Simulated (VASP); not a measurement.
# Sc3SbP2 (R3m) in VASP: single point with PBE

Aim: the single point of Sc3SbP2 with PBE.

Program: VASP 6.6.1. These are calculated values, not measurements. Logs are shortened: lines on timing, memory, paths and dates and some standing lists are left out, and cuts for length are marked.

### Step 1. The cell of the first run

Symmetry: R3m, No. 160, trigonal system. Conventional cell: a = 3.772 Å, b = 3.772 Å, c = 30.403 Å, α = 90.00°, β = 90.00°, γ = 120.00°. Within 3.5 Å of Sc (site symmetry 3m) lie 3 P at 2.62 Å and 3 Sb at 3.04 Å. Within 3.5 Å of Sc (site symmetry 3m) lie 6 P at 2.66 to 2.67 Å. Sc (site symmetry 3m) has 3 P at 2.60 Å and 3 Sb at 3.00 Å within 3.4 Å. Within 4.0 Å of Sb (site symmetry 3m) lie 6 Sc at 3.00 to 3.04 Å and 1 P at 3.58 Å and 6 Sb at 3.77 Å. P (site symmetry 3m) has 6 Sc at 2.62 to 2.66 Å within 3.5 Å. P (site symmetry 3m) has 6 Sc at 2.60 to 2.67 Å within 3.4 Å.

### Step 2. Single point, PBE

Contents of INCAR:

```
  PREC = Accurate
  ENCUT = 520
  EDIFF = 1E-7
  ISMEAR = 0
  SIGMA = 0.1
  LREAL = F
  LASPH = T
  NELM = 60
  ALGO = Normal
  ISIF = 2
  LWAVE = F
  LCHARG = T
  GGA = PE
  LELF = T
  LVHAR = T
  NBANDS = 33
```

Contents of KPOINTS:

```
regular mesh
0
Gamma
  6 6 6
```

Contents of POSCAR:

```
Sc3SbP2
1.0
    1.8861629000      1.0889767000     10.1342568000
   -1.8861629000      1.0889767000     10.1342568000
    0.0000000000     -2.1779533000     10.1342568000
Sc Sb P
3 1 2
Direct
    0.1245700000      0.1245700000      0.1245700000
    0.5560490000      0.5560490000      0.5560490000
    0.9870010000      0.9870010000      0.9870010000
    0.7215870000      0.7215870000      0.7215870000
    0.8394270000      0.8394270000      0.8394270000
    0.2737590000      0.2737590000      0.2737590000
```

Potentials or basis: VASP PAW PBE potentials, release 64 (Sc_sv, Sb, P).

Started as:

```
> cat potpaw_PBE.64/Sc_sv/POTCAR potpaw_PBE.64/Sb/POTCAR potpaw_PBE.64/P/POTCAR > POTCAR
> mpirun -np 1 vasp_std > vasp.out
```

OUTCAR:

```text
PREC = Accurate
   ENCUT = 520
   EDIFF = 1E-7
   ISMEAR = 0
   LREAL = F
   LASPH = T
   NELM = 60
   ISIF = 2
   GGA = PE

 ion  position               nearest neighbor table
   1  0.125  0.125  0.125-   5 2.62   5 2.62   5 2.62   4 3.04   4 3.04   4 3.04
   2  0.556  0.556  0.556-   5 2.66   5 2.66   5 2.66   6 2.67   6 2.67   6 2.67
   3  0.987  0.987  0.987-   6 2.60   6 2.60   6 2.60   4 3.00   4 3.00   4 3.00
   4  0.722  0.722  0.722-   3 3.00   3 3.00   3 3.00   1 3.04   1 3.04   1 3.04
   5  0.839  0.839  0.839-   1 2.62   1 2.62   1 2.62   2 2.66   2 2.66   2 2.66
   6  0.274  0.274  0.274-   3 2.60   3 2.60   3 2.60   2 2.67   2 2.67   2 2.67

  LATTYP: Found a trigonal (rhomboedric) cell.
 ALAT       =    10.3656471880
 COS(alpha) =     0.9337790279

  Lattice vectors:

 A1 = (   1.8861629000,   1.0889767000,  10.1342568000)
 A2 = (  -1.8861629000,   1.0889767000,  10.1342568000)
 A3 = (   0.0000000000,  -2.1779533000,  10.1342568000)

Analysis of symmetry for initial positions (statically):
=====================================================================
 Subroutine PRICEL returns:
 Original cell was already a primitive cell.

 Routine SETGRP: Setting up the symmetry group for a
 trigonal (rhombohedral) supercell.

 Subroutine GETGRP returns: Found  6 space group operations
 (whereof  6 operations were pure point group operations)
 out of a pool of 12 trial point group operations.

The static configuration has the point symmetry C_3v.

Analysis of symmetry for dynamics (positions and initial velocities):
=====================================================================
 Subroutine PRICEL returns:
 Original cell was already a primitive cell.

 Routine SETGRP: Setting up the symmetry group for a
 trigonal (rhombohedral) supercell.

 Subroutine GETGRP returns: Found  6 space group operations
 (whereof  6 operations were pure point group operations)
 out of a pool of 12 trial point group operations.

The dynamic configuration has the point symmetry C_3v.

 Subroutine INISYM returns: Found  6 space group operations
 (whereof  6 operations are pure point group operations),
 and found     1 'primitive' translations

----------------------------------------------------------------------------------------

                                     Primitive cell

  volume of cell :     124.8938

[... 92 lines left out ...]
   LSORBIT =      F    spin-orbit coupling
   LASPH  =      T    aspherical Exc in radial PAW
   ENCUT  =  520.0 eV  38.22 Ry    6.18 a.u.  19.27 19.27 19.27*2*pi/ulx,y,z
   NELM   =     60;   NELMIN=  2; NELMDL= -5     # of ELM steps
   EDIFF  = 0.1E-06   stopping-criterion for ELM
   LREAL  =      F    real-space projection
   EDIFFG = 0.1E-05   stopping-criterion for IOM
   NSW    =      0    number of steps for IOM
   IBRION =     -1    ionic relax: 0-MD 1-quasi-New 2-CG
   NFREE  =      0    steps in history (QN), initial steepest desc. (CG)
   ISIF   =      2    stress and relaxation
   ISYM   =      2    0-nonsym 1-usesym 2-fastsym
   POTIM  = 0.5000    time-step for ionic-motion
   TEBEG  =    0.0;   TEEND  =   0.0 temperature during run
   PSTRESS=    0.0 pullay stress
   NELECT =      48.0000    total number of electrons
   NUPDOWN=      -1.0000    fix difference up-down
   EMIN   =  10.00;   EMAX   =-10.00  energy-range for DOS
   EFERMI =   0.00;   METHOD = LEGACY
   ISMEAR =     0;   SIGMA  =   0.10  broadening in eV -4-tet -1-fermi 0-gaus
   EFERMI_NEDOS =   21; number of points for ismear=-14 and -15
   IALGO  =     38    algorithm
   IMIX   =      4    mixing-type and parameters
     AMIX     =   0.40;   BMIX     =  1.00
     AMIX_MAG =   1.60;   BMIX_MAG =  1.00
  volume/ion in A,a.u.               =      20.82       140.47
  Fermi-wavevector in a.u.,A,eV,Ry     =   1.190259  2.249264 19.275609  1.416717
  Thomas-Fermi vector in A             =   2.326348
   LORBIT       =      0    0 simple, 1 ext, 2 COOP (PROOUT), +10 PAW based schemes
   GGA     = PE    functional components
   LHFCALC =     F    Hartree Fock is set to
   AEXX    =    0.0000 exact exchange contribution
   IVDW    =     0    specifies the selected vdW correction
   LEPSILON=     F    determine dielectric tensor
   LRPA    =     F    only Hartree local field effects (RPA)
 non-spin polarized calculation
 Gauss-broadening in eV      SIGMA  =   0.10
  energy-cutoff  :      520.00
  volume of cell :      124.89
 maximum number of plane-waves:      3386
 NGX is ok and might be reduce to    80
   NGX = 39   NGY = 39   NGZ = 39

 number of electron      48.0000002 magnetization

 Free energy of the ion-electron system (eV)
  ---------------------------------------------------
  ext. energy  EPLUGINS =         0.00000000
  ---------------------------------------------------
  free energy    TOTEN  =       -41.25080977 eV

  energy without entropy =      -41.23954322  energy(sigma->0) =      -41.24517650

 E-fermi :   6.0500     XC(G=0): -10.3418

 val. band max:        6.0345940347   @ k =  -0.3333   0.3333   0.3333
 cond. band min:       6.1087065199   @ k =  -0.3333   0.1667   0.0000
 fundamental gap:      0.0741124852
 Fermi energy:         6.0499555937

 k-point     1 :       0.0000    0.0000    0.0000
  band No.  band energies     occupation
      1     -43.6901      2.00000
      2     -43.5693      2.00000
      3     -43.5431      2.00000
      4     -22.3242      2.00000
      5     -22.3242      2.00000
      6     -22.3043      2.00000
[... 853 lines left out ...]
     32       8.8498      0.00000
     33       8.9463      0.00000

 [... further k-points ...]
[... 5 lines left out ...]
  --------------------------------------------------------------------------------------
  -------------------------------------------------------------------------------------
  Total        0.2079016      0.2079016     -0.0509582     -0.0000000     -0.0000000      0.0000000
  in kB        2.6670275      2.6670276     -0.6537083     -0.0000000     -0.0000000      0.0000000
  external PRESSURE =       1.5601156 kB  Pullay stress =       0.0000000 kB

 VOLUME and BASIS-vectors are now :
 -----------------------------------------------------------------------------
  energy-cutoff  :      520.00
  volume of cell :      124.89
      direct lattice vectors                 reciprocal lattice vectors
     1.886162900  1.088976700 10.134256800     0.265088450  0.153048887  0.032891739
    -1.886162900  1.088976700 10.134256800    -0.265088450  0.153048887  0.032891739
     0.000000000 -2.177953300 10.134256800     0.000000000 -0.306097774  0.032891740

 POSITION                                       TOTAL-FORCE (eV/Angst)
 -----------------------------------------------------------------------------------
      0.00000      0.00000      3.78727         0.000000     -0.000000     -0.068198
      0.00000      0.00000     16.90543         0.000000     -0.000000     -0.006576
      0.00000      0.00000     30.00756         0.000000      0.000000      0.047308
      0.00000      0.00000     21.93824         0.000000      0.000000      0.016580
      0.00000      0.00000     25.52091         0.000000      0.000000      0.012605
      0.00000      0.00000      8.32303         0.000000     -0.000000     -0.001719
 -----------------------------------------------------------------------------------
    total drift:                               -0.000000     -0.000000      0.000280

  FREE ENERGIE OF THE ION-ELECTRON SYSTEM (eV)
  ---------------------------------------------------
  free  energy   TOTEN  =       -41.2508097656 eV

  energy  without entropy=      -41.2395432245  energy(sigma->0) =      -41.24517650
```

OSZICAR:

```text
N       E                     dE             d eps       ncg     rms          rms(c)
DAV:   1     0.690871489745E+03    0.69087E+03   -0.20320E+04  2120   0.143E+03
DAV:   2     0.226153625873E+02   -0.66826E+03   -0.65379E+03  2736   0.585E+02
DAV:   3    -0.440021331491E+02   -0.66617E+02   -0.62906E+02  3630   0.192E+02
DAV:   4    -0.469063103905E+02   -0.29042E+01   -0.28714E+01  3472   0.402E+01
DAV:   5    -0.469566984745E+02   -0.50388E-01   -0.50284E-01  3496   0.752E+00    0.149E+01
DAV:   6    -0.413550057404E+02    0.56017E+01   -0.20434E+01  3391   0.330E+01    0.586E+00
DAV:   7    -0.412802671595E+02    0.74739E-01   -0.12071E+00  3488   0.762E+00    0.325E+00
DAV:   8    -0.412699745022E+02    0.10293E-01   -0.21185E-01  3543   0.505E+00    0.141E+00
DAV:   9    -0.412515216178E+02    0.18453E-01   -0.10125E-01  3440   0.291E+00    0.420E-01
DAV:  10    -0.412504852448E+02    0.10364E-02   -0.10586E-02  3408   0.105E+00    0.292E-01
DAV:  11    -0.412507774092E+02   -0.29216E-03   -0.21252E-03  3504   0.309E-01    0.143E-01
DAV:  12    -0.412508099036E+02   -0.32494E-04   -0.65303E-04  3352   0.237E-01    0.601E-02
DAV:  13    -0.412508149197E+02   -0.50161E-05   -0.15691E-04  3368   0.104E-01    0.282E-02
DAV:  14    -0.412508104391E+02    0.44806E-05   -0.11376E-05  3536   0.358E-02    0.163E-02
DAV:  15    -0.412508096113E+02    0.82774E-06   -0.88278E-06  3696   0.216E-02    0.365E-03
DAV:  16    -0.412508098222E+02   -0.21088E-06   -0.21097E-06  3440   0.122E-02    0.225E-03
DAV:  17    -0.412508097656E+02    0.56587E-07   -0.86644E-08  1960   0.338E-03
   1 F= -.41250810E+02 E0= -.41245176E+02  d E =-.112665E-01
```

Wall time 14 min (1 thread of Intel Xeon 6975P-C (Granite Rapids), shared host); peak memory 0.98 GiB.

What came out:

| Property | Result |
| --- | --- |
| Free energy | -41.2508 eV |
| Pressure | 0.2 GPa |
| Largest force | 0.068 eV/Å |
| Band gap on the k mesh | zero (band 24 reaches 6.70 eV, above the bottom of band 25 at 5.83 eV) |

Forces on the atoms (eV/Å):
```
Sc   0.000  0.000 -0.068
Sc   0.000  0.000 -0.007
Sc   0.000  0.000  0.047
Sb   0.000  0.000  0.017
P    0.000  0.000  0.013
P    0.000  0.000 -0.002
```

Levels at points of the mesh, in eV from the Fermi level:
```
           k point  band 22  band 23  band 24  band 25  band 26  band 27
(0.00, 0.00, 0.00)    -0.25     0.39     0.39     0.52     1.11     1.11
(0.50, 0.00, 0.00)    -1.83    -1.81    -0.55    -0.22     0.77     2.03
(0.50, 0.50, 0.00)    -1.85    -1.39    -0.76    -0.14     0.96     1.89
(0.50, 0.50, 0.50)    -1.25     0.65     0.65     0.98     0.98     1.09
```

Caveat: spin-orbit coupling is left out, which moves the levels of the heavy elements.
